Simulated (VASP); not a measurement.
A run of VASP 6.6.1:

Contents of INCAR:

```
ALGO = Normal
EDIFF = 1E-6
ENCUT = 520
GGA = PE
ISIF = 2
ISMEAR = 0
LASPH = True
LCHARG = True
LELF = True
LREAL = False
LVHAR = True
LWAVE = False
NBANDS = 51
NELM = 60
PREC = Accurate
SIGMA = 0.2
```

KPOINTS

```
k-points
0
Gamma
  4 4 4
```

The input POSCAR:

```
YPtC2N2
1.0
   -3.4342688417      4.6933708340      0.0060998676
   -3.4342688417     -4.6933708340      0.0060998676
    3.1120449893      0.0000000000      6.1400718555
Y Pt C N
2 2 4 4
Direct
    0.7500000000      0.7500000000      0.2500000000
    0.2500000000      0.2500000000      0.7500000000
    0.5000000000      0.5000000000      0.5000000000
    1.0000000000      1.0000000000      1.0000000000
    0.2040388978      0.7959611022      1.0000000000
    0.7040388978      0.2959611022      0.5000000000
    0.7959611022      0.2040388978      0.0000000000
    0.2959611022      0.7040388978      0.5000000000
    0.3321714049      0.6678285951      0.0000000000
    0.8321714049      0.1678285951      0.5000000000
    0.6678285951      0.3321714049      1.0000000000
    0.1678285951      0.8321714049      0.5000000000
```

Potentials or basis: VASP PAW PBE potentials, release 64 (Y_sv, Pt, C, N).

Command:

```sh
$ cat potpaw_PBE.64/Y_sv/POTCAR potpaw_PBE.64/Pt/POTCAR potpaw_PBE.64/C/POTCAR potpaw_PBE.64/N/POTCAR > POTCAR
$ mpirun -np 1 vasp_std > vasp.out
```

Hardware: 1 thread of AMD EPYC 9R45 96-Core Processor (Zen 5), with other jobs on the host.

Task: How long does it take, and how much memory?

Result: It took 4.1 min on 1 thread of AMD EPYC 9R45 96-Core Processor (Zen 5), with other jobs on the host, peak memory 0.47 GiB. Counts: scf iterations 16, k points 24.
